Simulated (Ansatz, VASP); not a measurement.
# CoSi2: VASP beside Ansatz

Contents of INCAR:

```
SYSTEM = CoSi2
ALGO = Normal
EDIFF = 1E-6
ENCUT = 600
GGA = PS
GGA_COMPAT = .FALSE.
ISIF = 2
ISMEAR = -1
ISPIN = 2
LASPH = .TRUE.
LCHARG = .FALSE.
LMAXMIX = 4
LORBIT = 11
LREAL = .FALSE.
LWAVE = .FALSE.
MAGMOM = 3 0 0
NBANDS = 24
NELM = 200
NUPDOWN = 3.0
PREC = Accurate
SIGMA = 0.05
```

KPOINTS

```
k-points
0
G
  7 7 7
  0 0 0
```

POSCAR

```
CoSi2
1.0
    0.0000000000      2.6780000000      2.6780000000
    2.6780000000      0.0000000000      2.6780000000
    2.6780000000      2.6780000000      0.0000000000
Co Si
1 2
Direct
    0.0000000000      0.0000000000      0.0000000000
    0.7500000000      0.7500000000      0.7500000000
    0.2500000000      0.2500000000      0.2500000000
```

The input input.yaml:

```yaml
crystal:
  lattice:
    - [0.0, 2.678, 2.678]
    - [2.678, 0.0, 2.678]
    - [2.678, 2.678, 0.0]
  atoms:
    - { symbol: Co, position: [0.0, 0.0, 0.0], spin: 3.0 }
    - { symbol: Si, position: [0.75, 0.75, 0.75] }
    - { symbol: Si, position: [0.25, 0.25, 0.25] }
hamiltonian:
  xc: pbesol
  pseudopotentials: { kind: paw }
magnetization:
  spin_polarized: true
  initial_magnetization: 3.0
  spin_locking: { lock_magnetization: hard }
kpoints:
  mp_grid: { grid: [7, 7, 7] }
scf:
  occupations: { method: fermi_dirac, width: 0.05 }
  lower_state_search: "off"
output:
  forces: true
  stress: true
  eigenvalues: true
```

Alike in both runs: task single point; functional PBEsol; k mesh 7 × 7 × 7; occupations fermi-dirac, width 0.05 eV; collinear spin; fixed moment 3 μB.

|  | VASP | Ansatz |
| --- | --- | --- |
| version | VASP 6.6.1 | Ansatz 0.2.0 |
| potentials or method | VASP PAW PBE potentials, release 64 (Co_sv, Si) | Ansatz PAW |
| plane-wave cutoff (eV) | 600 | 420 |
| valence electrons in the cell | 25 | 25 |

VASP gave:

```
pressure (GPa)                                                : 19.6
net moment per atom (μB)                                      : 1.00
size of the moment on the site where the two differ most (μB) : 1.60
```

**Question.** Estimate Ansatz's values.

**Answer.** Pressure (GPa): 20.4; net moment per atom (μB): 1.00; size of the moment on the site where the two differ most (μB): 1.64.

VASP's potentials were made for PBE, not for PBEsol. Site moments also hang on the region over which each program counts them.
